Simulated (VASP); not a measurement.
# Sn3Te (Pm-3m) in VASP: a series of runs, part 2 of 2

VASP 6.6.1. Earlier steps stand in the parts before.

## 4. Single point, PBE

Contents of INCAR:

```
ALGO = Normal
EDIFF = 1E-7
ENCUT = 520
GGA = PE
ISIF = 2
ISMEAR = -1
LASPH = True
LCHARG = True
LELF = True
LREAL = False
LVHAR = True
LWAVE = False
NBANDS = 32
NELM = 100
PREC = Accurate
SIGMA = 0.051703999572871064
```

Contents of KPOINTS:

```
k-points
0
Gamma
  2 2 2
```

Contents of POSCAR:

```
Sn3Te
1.0
    4.8656220000      0.0000000000      0.0000000000
    0.0000000000      4.8656220000      0.0000000000
    0.0000000000      0.0000000000      4.8656220000
Sn Te
3 1
Direct
    0.5000000000      0.5000000000      0.0000000000
    0.5000000000      0.0000000000      0.5000000000
    0.0000000000      0.5000000000      0.5000000000
    0.0000000000      0.0000000000      0.0000000000
```

Potentials or basis: VASP PAW PBE potentials, release 64 (Sn_d, Te).

Run with:

```bash
> cat potpaw_PBE.64/Sn_d/POTCAR potpaw_PBE.64/Te/POTCAR > POTCAR
> mpirun -np 1 vasp_std > vasp.out
```

OUTCAR:

```text
EDIFF = 1E-7
   ENCUT = 520
   GGA = PE
   ISIF = 2
   ISMEAR = -1
   LASPH = True
   LREAL = False
   NELM = 100
   PREC = Accurate

 ion  position               nearest neighbor table
   1  0.500  0.500  0.000-   2 3.44   3 3.44   4 3.44   2 3.44   3 3.44   2 3.44   4 3.44   2 3.44
                             3 3.44   4 3.44   3 3.44   4 3.44
   2  0.500  0.000  0.500-   1 3.44   3 3.44   4 3.44   1 3.44   4 3.44   1 3.44   3 3.44   1 3.44
                             3 3.44   4 3.44   4 3.44   3 3.44
   3  0.000  0.500  0.500-   1 3.44   2 3.44   4 3.44   1 3.44   4 3.44   2 3.44   4 3.44   4 3.44
                             1 3.44   2 3.44   1 3.44   2 3.44
   4  0.000  0.000  0.000-   1 3.44   2 3.44   3 3.44   2 3.44   3 3.44   1 3.44   3 3.44   3 3.44
                             1 3.44   2 3.44   2 3.44   1 3.44

  LATTYP: Found a simple cubic cell.
 ALAT       =     4.8656220000

  Lattice vectors:

 A1 = (   4.8656220000,   0.0000000000,   0.0000000000)
 A2 = (   0.0000000000,   4.8656220000,   0.0000000000)
 A3 = (   0.0000000000,   0.0000000000,   4.8656220000)

Analysis of symmetry for initial positions (statically):
=====================================================================
 Subroutine PRICEL returns:
 Original cell was already a primitive cell.

 Routine SETGRP: Setting up the symmetry group for a
 simple cubic supercell.

 Subroutine GETGRP returns: Found 48 space group operations
 (whereof 48 operations were pure point group operations)
 out of a pool of 48 trial point group operations.

The static configuration has the point symmetry O_h .

Analysis of symmetry for dynamics (positions and initial velocities):
=====================================================================
 Subroutine PRICEL returns:
 Original cell was already a primitive cell.

 Routine SETGRP: Setting up the symmetry group for a
 simple cubic supercell.

 Subroutine GETGRP returns: Found 48 space group operations
 (whereof 48 operations were pure point group operations)
 out of a pool of 48 trial point group operations.

The dynamic configuration has the point symmetry O_h .

 Subroutine INISYM returns: Found 48 space group operations
 (whereof 48 operations are pure point group operations),
 and found     1 'primitive' translations

----------------------------------------------------------------------------------------

                                     Primitive cell

  volume of cell :     115.1901

  direct lattice vectors                    reciprocal lattice vectors
     4.865622000  0.000000000  0.000000000     0.205523569  0.000000000  0.000000000
     0.000000000  4.865622000  0.000000000     0.000000000  0.205523569  0.000000000
     0.000000000  0.000000000  4.865622000     0.000000000  0.000000000  0.205523569

  length of vectors
     4.865622000  4.865622000  4.865622000     0.205523569  0.205523569  0.205523569

  position of ions in fractional coordinates (direct lattice)
     0.500000000  0.500000000  0.000000000
     0.500000000  0.000000000  0.500000000
     0.000000000  0.500000000  0.500000000
     0.000000000  0.000000000  0.000000000

  ion indices of the primitive-cell ions
   primitive index   ion index
                 1           1
                 2           2
                 3           3
                 4           4

----------------------------------------------------------------------------------------

 KPOINTS: k-points

Automatic generation of k-mesh.
 Grid dimensions read from file:
 generate k-points for:    2    2    2

 Generating k-lattice:

  Cartesian coordinates                     Fractional coordinates (reciprocal lattice)
     0.102761785  0.000000000  0.000000000     0.500000000  0.000000000  0.000000000
     0.000000000  0.102761785  0.000000000     0.000000000  0.500000000  0.000000000
     0.000000000  0.000000000  0.102761785     0.000000000  0.000000000  0.500000000

  Length of vectors
     0.102761785  0.102761785  0.102761785

  Shift w.r.t. Gamma in fractional coordinates (k-lattice)
     0.000000000  0.000000000  0.000000000

 Subroutine IBZKPT returns following result:
 ===========================================

 Found      4 irreducible k-points:

 Following reciprocal coordinates:
            Coordinates               Weight
  0.000000  0.000000  0.000000      1.000000
  0.500000  0.000000  0.000000      3.000000
  0.500000  0.500000  0.000000      3.000000
  0.500000  0.500000  0.500000      1.000000
   k-points           NKPTS =      4   k-points in BZ     NKDIM =      4   number of bands    NBANDS=     32
   number of dos      NEDOS =    301   number of ions     NIONS =      4
   total plane-waves  NPLWV =  46656
   dimension x,y,z NGX =    36 NGY =   36 NGZ =   36
   dimension x,y,z NGXF=    72 NGYF=   72 NGZF=   72
   ions per type =               3   1
   NGX,Y,Z   is equivalent  to a cutoff of  12.30, 12.30, 12.30 a.u.
   NGXF,Y,Z  is equivalent  to a cutoff of  24.60, 24.60, 24.60 a.u.
 SYSTEM =  unknown system
   PREC   = accura    normal or accurate (medium, high low for compatibility)
   ISTART =      0    job   : 0-new  1-cont  2-samecut
   ICHARG =      2    charge: 1-file 2-atom 10-const
   ISPIN  =      1    spin polarized calculation?
   LNONCOLLINEAR =      F non collinear calculations
   LSORBIT =      F    spin-orbit coupling
   LASPH  =      T    aspherical Exc in radial PAW
   ENCUT  =  520.0 eV  38.22 Ry    6.18 a.u.   9.05  9.05  9.05*2*pi/ulx,y,z
   NELM   =    100;   NELMIN=  2; NELMDL= -5     # of ELM steps
   EDIFF  = 0.1E-06   stopping-criterion for ELM
   LREAL  =      F    real-space projection
   EDIFFG = 0.1E-05   stopping-criterion for IOM
   NSW    =      0    number of steps for IOM
   IBRION =     -1    ionic relax: 0-MD 1-quasi-New 2-CG
   NFREE  =      0    steps in history (QN), initial steepest desc. (CG)
   ISIF   =      2    stress and relaxation
   ISYM   =      2    0-nonsym 1-usesym 2-fastsym
   POTIM  = 0.5000    time-step for ionic-motion
   TEBEG  =    0.0;   TEEND  =   0.0 temperature during run
   PSTRESS=    0.0 pullay stress
   NELECT =      48.0000    total number of electrons
   NUPDOWN=      -1.0000    fix difference up-down
   EMIN   =  10.00;   EMAX   =-10.00  energy-range for DOS
   EFERMI =   0.00;   METHOD = LEGACY
   ISMEAR =    -1;   SIGMA  =   0.05  broadening in eV -4-tet -1-fermi 0-gaus
   EFERMI_NEDOS =   21; number of points for ismear=-14 and -15
   IALGO  =     38    algorithm
   IMIX   =      4    mixing-type and parameters
     AMIX     =   0.40;   BMIX     =  1.00
     AMIX_MAG =   1.60;   BMIX_MAG =  1.00
  volume/ion in A,a.u.               =      28.80       194.34
  Fermi-wavevector in a.u.,A,eV,Ry     =   1.222785  2.310729 20.343484  1.495204
  Thomas-Fermi vector in A             =   2.357920
   LORBIT       =      0    0 simple, 1 ext, 2 COOP (PROOUT), +10 PAW based schemes
   GGA     = PE    functional components
   LHFCALC =     F    Hartree Fock is set to
   AEXX    =    0.0000 exact exchange contribution
   IVDW    =     0    specifies the selected vdW correction
   LEPSILON=     F    determine dielectric tensor
   LRPA    =     F    only Hartree local field effects (RPA)
 non-spin polarized calculation
  energy-cutoff  :      520.00
  volume of cell :      115.19
 maximum number of plane-waves:      3136
   NGX = 19   NGY = 19   NGZ = 19

 number of electron      48.0000021 magnetization

 Free energy of the ion-electron system (eV)
  ---------------------------------------------------
  ext. energy  EPLUGINS =         0.00000000
  ---------------------------------------------------
  free energy    TOTEN  =       -14.54682015 eV

  energy without entropy =      -14.50621014  energy(sigma->0) =      -14.52651515

 E-fermi :   7.3995     XC(G=0): -10.0819

 val. band max:        7.3147616513   @ k =   0.5000   0.0000   0.0000
 cond. band min:       7.5298188299   @ k =   0.5000   0.5000   0.0000
 fundamental gap:      0.2150571787
 Fermi energy:         7.3994715352

 k-point     1 :       0.0000    0.0000    0.0000
  band No.  band energies     occupation
      1     -14.1355      2.00000
      2     -14.1355      2.00000
      3     -14.1355      2.00000
      4     -14.1033      2.00000
      5     -14.0780      2.00000
      6     -14.0780      2.00000
[... 129 lines left out ...]
     31      12.9907      0.00000
     32      15.4114      0.00000

------------------------ aborting loop because EDIFF is reached ----------------------------------------

  FORCE on cell =-STRESS in cart. coord.  units (eV):
  Direction    XX          YY          ZZ          XY          YZ          ZX
  --------------------------------------------------------------------------------------
  -------------------------------------------------------------------------------------
  Total       -0.6877727     -0.6877727     -0.6877727     -0.0000000      0.0000000      0.0000000
  in kB       -9.5662218     -9.5662218     -9.5662218     -0.0000000      0.0000000      0.0000000
  external PRESSURE =      -9.5662218 kB  Pullay stress =       0.0000000 kB

 VOLUME and BASIS-vectors are now :
 -----------------------------------------------------------------------------
  energy-cutoff  :      520.00
  volume of cell :      115.19
      direct lattice vectors                 reciprocal lattice vectors
     4.865622000  0.000000000  0.000000000     0.205523569  0.000000000  0.000000000
     0.000000000  4.865622000  0.000000000     0.000000000  0.205523569  0.000000000
     0.000000000  0.000000000  4.865622000     0.000000000  0.000000000  0.205523569

 POSITION                                       TOTAL-FORCE (eV/Angst)
 -----------------------------------------------------------------------------------
      2.43281      2.43281      0.00000         0.000000      0.000000      0.000000
      2.43281      0.00000      2.43281         0.000000      0.000000      0.000000
      0.00000      2.43281      2.43281         0.000000      0.000000      0.000000
      0.00000      0.00000      0.00000         0.000000      0.000000      0.000000
 -----------------------------------------------------------------------------------
    total drift:                                0.000000      0.000000      0.000000

  FREE ENERGIE OF THE ION-ELECTRON SYSTEM (eV)
  ---------------------------------------------------
  free  energy   TOTEN  =       -14.5468201547 eV

  energy  without entropy=      -14.5062101393  energy(sigma->0) =      -14.52651515
```

stdout:

```text
POSCAR found type information on POSCAR SnTe
 POSCAR found :  2 types and       4 ions
 scaLAPACK will be used
 LDA part: xc-table for (Slater+PW92), standard interpolation
 POSCAR, INCAR and KPOINTS ok, starting setup
 FFT: planning ... GRIDC
 FFT: planning ... GRID_SOFT
 FFT: planning ... GRID
 WAVECAR not read
 entering main loop
```

Run time: 19 s. Hardware: 1 thread of AMD EPYC 7R13 (Zen 3), shared host; peak memory 0.17 GiB.

Results:

```yaml
Free_energy: -14.5468 eV
Pressure: -1.0 GPa
Band_gap_on_the_k_mesh: zero (band 24 reaches 10.50 eV, above the bottom of band 25 at 7.31 eV)
```

Levels at points of the mesh, in eV from the Fermi level:
| k point | band 19 | band 20 | band 21 | band 22 | band 23 | band 24 | band 25 | band 26 | band 27 | band 28 |
| --- | --- | --- | --- | --- | --- | --- | --- | --- | --- | --- |
| (0.00, 0.00, 0.00) | -4.88 | -3.94 | -3.94 | -3.94 | 0.61 | 0.61 | 0.61 | 2.15 | 2.15 | 2.15 |
| (0.50, 0.00, 0.00) | -4.55 | -2.79 | -2.79 | -1.56 | -1.56 | -1.27 | -0.08 | 2.01 | 2.32 | 2.61 |
| (0.50, 0.50, 0.00) | -7.45 | -1.95 | -1.66 | -1.66 | -1.66 | -0.61 | 0.13 | 0.13 | 0.22 | 3.68 |
| (0.50, 0.50, 0.50) | -6.63 | -4.89 | -4.89 | -4.89 | -4.24 | 3.10 | 3.10 | 3.10 | 5.55 | 5.55 |

Caveat: the k points lie up to 0.65 Å⁻¹ apart; spin-orbit coupling is left out, which moves the levels of the heavy elements.

## 5. Single point, PBE

Contents of INCAR:

```
SYSTEM = Sn3Te
ALGO     = Normal         ! electronic algorithm
EDIFF    = 1E-6           ! SCF threshold, eV
ENCUT    = 520            ! plane-wave cutoff, eV
GGA      = PE             ! functional
ISIF     = 2              ! what is computed and relaxed
ISMEAR   = 0              ! smearing method
LASPH    = .True.         ! aspherical terms in the spheres
LCHARG   = .True.         ! write CHGCAR
LELF     = .True.         ! ELF
LREAL    = .False.        ! projectors in reciprocal space
LVHAR    = .True.       
LWAVE    = .False.        ! write WAVECAR
NBANDS   = 32             ! bands
NELM     = 80             ! most SCF steps
PREC     = Accurate       ! precision mode
SIGMA    = 0.1            ! smearing width, eV
```

Contents of KPOINTS:

```
k-points
0
Gamma
  4 4 4
  0 0 0
```

POSCAR is that of step 4.

Run with:

```bash
> cat potpaw_PBE.64/Sn_d/POTCAR potpaw_PBE.64/Te/POTCAR > POTCAR
> mpirun -np 1 vasp_std > vasp.out
```

It took 31 s on 1 thread of AMD EPYC 7R13 (Zen 3), shared host; peak memory 0.18 GiB.

The run converged. Its results:

```
Free energy            : -14.3450 eV
Pressure               : -0.1 GPa
Band gap on the k mesh : zero (band 24 reaches 10.50 eV, above the bottom of band 25 at 7.30 eV)
```

Levels at points of the mesh, in eV from the Fermi level:
```
           k point  band 21  band 22  band 23  band 24  band 25  band 26  band 27  band 28
(0.00, 0.00, 0.00)    -4.23    -4.23     0.36     0.36     0.36     1.86     1.86     1.86
(0.50, 0.00, 0.00)    -3.11    -1.80    -1.80    -1.54    -0.39     1.79     2.05     2.32
(0.50, 0.50, 0.00)    -1.96    -1.96    -1.95    -0.80    -0.15    -0.15     0.02     3.40
(0.50, 0.50, 0.50)    -5.20    -5.20    -4.41     2.82     2.82     2.82     5.31     5.31
```

Caveat: spin-orbit coupling is left out, which moves the levels of the heavy elements.

## 6. Single point, PBE

Contents of INCAR:

```
SYSTEM = Sn3Te
PREC = Accurate
ENCUT = 520
EDIFF = 1E-6
ISMEAR = 0
SIGMA = 0.1
LREAL = .FALSE.
LASPH = .TRUE.
NELM = 100
ALGO = Fast
ISIF = 2
LWAVE = .FALSE.
LCHARG = .FALSE.
GGA = PE
NBANDS = 32
```

Contents of KPOINTS:

```
regular mesh
0
G
  4 4 4
  0 0 0
```

Contents of POSCAR:

```
Sn3Te
1.0
    4.8656220000      0.0000000000      0.0000000000
    0.0000000000      4.8656220000      0.0000000000
    0.0000000000      0.0000000000      4.8656220000
Sn Te
3 1
Direct
    1.1720000000      0.7130000000      0.3400000000
    1.1720000000      0.2130000000      0.8400000000
    0.6720000000      0.7130000000      0.8400000000
    0.6720000000      0.2130000000      0.3400000000
```

Potentials or basis: VASP PAW PBE potentials, release 64 (Sn_d, Te).

Run with:

```bash
> cat potpaw_PBE.64/Sn_d/POTCAR potpaw_PBE.64/Te/POTCAR > POTCAR
> mpirun -np 1 vasp_std > vasp.out
```

It took 34 s on 1 thread of AMD EPYC 7R13 (Zen 3), shared host; peak memory 0.18 GiB.

The run converged. Its results:

```yaml
Free_energy: -14.3450 eV
Pressure: -0.1 GPa
Band_gap_on_the_k_mesh: zero (band 24 reaches 10.50 eV, above the bottom of band 25 at 7.30 eV)
```

Levels at points of the mesh, in eV from the Fermi level:
| k point | band 22 | band 23 | band 24 | band 25 | band 26 | band 27 |
| --- | --- | --- | --- | --- | --- | --- |
| (0.00, 0.00, 0.00) | -4.23 | 0.36 | 0.36 | 0.36 | 1.86 | 1.86 |
| (0.50, 0.00, 0.00) | -1.80 | -1.80 | -1.54 | -0.39 | 1.79 | 2.05 |
| (0.50, 0.50, 0.00) | -1.96 | -1.95 | -0.80 | -0.15 | -0.15 | 0.02 |
| (0.50, 0.50, 0.50) | -5.20 | -4.41 | 2.82 | 2.82 | 2.82 | 5.31 |

Caveat: spin-orbit coupling is left out, which moves the levels of the heavy elements.

## 7. Summary

```tsv
level	cell	k mesh	smearing	gap on the mesh (eV)	pressure (GPa)
PBEsol	a = 4.752 Å, 4 atoms	2 × 2 × 2	gaussian 0.1 eV	none	0.0
PBE	a = 4.866 Å, 4 atoms	2 × 2 × 2	fermi-dirac 0.051704 eV	none	-1.0
PBE	a = 4.866 Å, 4 atoms	4 × 4 × 4	gaussian 0.1 eV	none	-0.1
```

Alike in all rows: task single point; potentials or basis VASP PAW PBE potentials, release 64 (Sn_d, Te); no spin polarisation; cutoff (eV) 520.

Caveats: some runs use coarse meshes; spin-orbit coupling is left out, which moves the levels of the heavy elements; the PAW data sets were made with another functional, which shifts forces and pressure a little (some runs).

Absolute energies hang on the potentials; compare differences alone.
